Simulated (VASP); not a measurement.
A run of VASP 6.6.1:

File INCAR:

```
PREC = Accurate
ENCUT = 520
EDIFF = 1E-7
ISMEAR = 0
SIGMA = 0.15
LREAL = F
LASPH = T
NELM = 100
ALGO = Normal
ISIF = 2
LWAVE = F
LCHARG = F
GGA = CA
NBANDS = 11
```

The input KPOINTS:

```
regular mesh
0
Gamma
  24 24 10
```

File POSCAR:

```
Si
1.0
    2.5056428588      0.0000000000      0.0000000000
   -1.2528214294      2.1699503686      0.0000000000
    0.0000000000      0.0000000000      4.5062692700
Si
2
Direct
    0.3333333333      0.6666666667      0.2500000000
    0.6666666667      0.3333333333      0.7500000000
```

Potentials or basis: VASP PAW LDA potentials, release 64 (Si).

The run is started by

```console
$ cat potpaw_LDA.64/Si/POTCAR > POTCAR
$ mpirun -np 1 vasp_std > vasp.out
```

Hardware: 1 thread of Intel(R) Xeon(R) 6975P-C (Granite Rapids), with other jobs on the host.

Task: How long does it take, and how much memory?

Result: Wall time 29 s on 1 thread of Intel(R) Xeon(R) 6975P-C (Granite Rapids), on a shared host, peak memory 0.18 GiB. Counts: scf iterations 11, k points 366.
